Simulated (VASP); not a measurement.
Runs of VASP 6.6.1 on Ru. The structure is that of space group Fd-3m (No. 227), or close to it. The cells are those of the table. 

```tsv
task	cell	cutoff (eV)	k mesh for the DOS	occupations for the DOS	gap on the mesh (eV)	pressure (GPa)
single point	a = 3.580 Å, angles 60.0°, 2 atoms	520	-	-	none	(a)
single point	a = 3.425 Å, angles 60.0°, 2 atoms	520	-	-	none	(b)
single point	a = 3.253 Å, angles 60.0°, 2 atoms	520	-	-	none	274.4
single point	a = 3.724 Å, angles 60.0°, 2 atoms	520	-	-	none	22.6
relaxation of cell and atoms	relaxed from a = 3.651 Å, angles 60.0°, 2 atoms	600	-	-	none	0.0
single point	a = 3.857 Å, angles 60.0°, 2 atoms	520	-	-	none	0.2
single point	a = 3.061 Å, angles 60.0°, 2 atoms	520	-	-	none	532.7
```

Alike in all rows: level PBE; potentials or basis VASP PAW PBE potentials, release 64 (Ru_pv); no spin polarisation; k mesh 14 × 14 × 14; smearing fermi-dirac 0.05 eV.

Task: Fill in the values left out.

Result: (a) 62.7; (b) 136.5.

A k mesh can miss the band edges, and the runs leave out spin-orbit coupling on Ru.

A gap of «none» marks levels without a gap at the run's occupations.
